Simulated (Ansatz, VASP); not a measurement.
# One calculation of InSe, two programs

```xyz
8
Lattice="3.9618 0.0000 0.0000 -1.9809 3.4310 0.0000 0.0000 0.0000 16.3157" Properties=species:S:1:pos:R:3 pbc="T T T"
In    0.0000    2.2873    2.6990
In    1.9809    1.1437   10.8568
In    0.0000    2.2873    5.4589
In    1.9809    1.1437   13.6167
Se    0.0000    2.2873    9.5662
Se    1.9809    1.1437    1.4083
Se    0.0000    2.2873   14.9074
Se    1.9809    1.1437    6.7495
```

Alike in both runs: functional PBEsol; dispersion D3(BJ); k mesh 6 × 6 × 2; occupations gaussian, width 0.1 eV; no spin polarisation.

Ansatz relaxed the structure, and its values are those at the end. VASP's run is a single point on that final structure, the one shown.

|  | VASP | Ansatz |
| --- | --- | --- |
| version | VASP 6.6.1 | Ansatz 0.2.0 |
| potentials or method | VASP PAW PBE potentials, release 64 (In_d, Se), cutoff 520 eV | scalar-relativistic, plane waves, PAW |
| valence electrons in the cell | 76 | 116 |

|  | VASP | Ansatz | Ansatz less VASP |
| --- | --- | --- | --- |
| gap on the k mesh at the Fermi level (eV) | 0.38 | 0.39 | +0.012 |
| least direct gap on the mesh (eV) | 0.38 | 0.39 | +0.012 |
| pressure (GPa) | -0.2 | -0.2 | -0.07 |
| rms of the force components (eV/Å) | 0.023 | 0.016 | -0.0070 |

VASP's potentials were made for PBE, not for PBEsol, and Ansatz warns of the same on its side. VASP's potentials hold 76 valence electrons a cell and Ansatz's 116, so a difference there can come from the potentials and not from the codes.
